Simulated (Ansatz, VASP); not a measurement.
# Two plane-wave programs on HPt16

File INCAR:

```
SYSTEM = HPt16
PREC = Accurate ; ENCUT = 400
EDIFF = 1E-6 ; ISMEAR = 0
SIGMA = 0.1 ; LREAL = .FALSE.
LASPH = .TRUE. ; NELM = 120
ALGO = Normal ; ISIF = 2
LWAVE = .FALSE. ; LCHARG = .FALSE.
GGA = PE ; NBANDS = 94
GGA_COMPAT = .FALSE. ; NELMDL = -8
```

Contents of KPOINTS:

```
regular mesh
0
G
  6 6 1
  0 0 0
```

POSCAR

```
HPt16
1.0
    5.5493740200      0.0000000000      0.0000000000
    2.7746870100      4.8058988800      0.0000000000
    0.0000000000      0.0000000000     19.7965673700
Pt H
16 1
Direct
    0.0000000000      0.0000000000      0.3283397510
    0.5000000000      0.0000000000      0.3283397510
    0.0000000000      0.5000000000      0.3283397510
    0.5000000000      0.5000000000      0.3283397510
    0.1666666667      0.1666666667      0.4427799170
    0.6666666667      0.1666666667      0.4427799170
    0.1666666667      0.6666666667      0.4427799170
    0.6666666667      0.6666666667      0.4427799170
    0.8333333333      0.3333333333      0.5572200830
    0.3333333333      0.3333333333      0.5572200830
    0.8333333333      0.8333333333      0.5572200830
    0.3333333333      0.8333333333      0.5572200830
    0.0000000000      0.0000000000      0.6716602490
    0.5000000000      0.0000000000      0.6716602490
    0.0000000000      0.5000000000      0.6716602490
    0.5000000000      0.5000000000      0.6716602490
    0.1666666667      0.4166666667      0.6943914626
```

Input for Ansatz:

```yaml
crystal:
  lattice:
    - [5.54937402, 0.0, 0.0]
    - [2.77468701, 4.80589888, 0.0]
    - [0.0, 0.0, 19.79656737]
  atoms:
    - { symbol: Pt, position: [0.0, 0.0, 0.328339751] }
    - { symbol: Pt, position: [0.5, 0.0, 0.328339751] }
    - { symbol: Pt, position: [0.0, 0.5, 0.328339751] }
    - { symbol: Pt, position: [0.5, 0.5, 0.328339751] }
    - { symbol: Pt, position: [0.1666666667, 0.1666666667, 0.442779917] }
    - { symbol: Pt, position: [0.6666666667, 0.1666666667, 0.442779917] }
    - { symbol: Pt, position: [0.1666666667, 0.6666666667, 0.442779917] }
    - { symbol: Pt, position: [0.6666666667, 0.6666666667, 0.442779917] }
    - { symbol: Pt, position: [0.8333333333, 0.3333333333, 0.557220083] }
    - { symbol: Pt, position: [0.3333333333, 0.3333333333, 0.557220083] }
    - { symbol: Pt, position: [0.8333333333, 0.8333333333, 0.557220083] }
    - { symbol: Pt, position: [0.3333333333, 0.8333333333, 0.557220083] }
    - { symbol: Pt, position: [0.0, 0.0, 0.671660249] }
    - { symbol: Pt, position: [0.5, 0.0, 0.671660249] }
    - { symbol: Pt, position: [0.0, 0.5, 0.671660249] }
    - { symbol: Pt, position: [0.5, 0.5, 0.671660249] }
    - { symbol: H, position: [0.1666666667, 0.4166666667, 0.6943914626] }
scf:
  occupations: { method: gaussian, width: 0.1 }
output:
  forces: true
  stress: false
hamiltonian:
  xc: pbe
kpoints:
  mp_grid: { grid: [6, 6, 1] }
```

Alike in both runs: task single point; functional PBE; k mesh 6 × 6 × 1; occupations gaussian, width 0.1 eV; no spin polarisation.

|  | VASP | Ansatz |
| --- | --- | --- |
| version | VASP 6.6.1 | Ansatz 0.2.0 |
| potentials or method | VASP PAW PBE potentials, release 64 (Pt, H) | scalar-relativistic, plane waves, PAW |
| plane-wave cutoff (eV) | 400 | 420 |
| valence electrons in the cell | 161 | 289 |

```csv
,VASP,Ansatz,Ansatz less VASP
rms of the force components (eV/Å),14.184,15.017,+0.8333
```

Atom by atom the forces differ by 0.834 eV/Å (rms over components). The functional is the same, so the differences come from potentials, cutoffs and numerics. VASP's potentials hold 161 valence electrons a cell and Ansatz's 289, so a difference there can come from the potentials and not from the codes.

Spin-orbit coupling is off throughout.
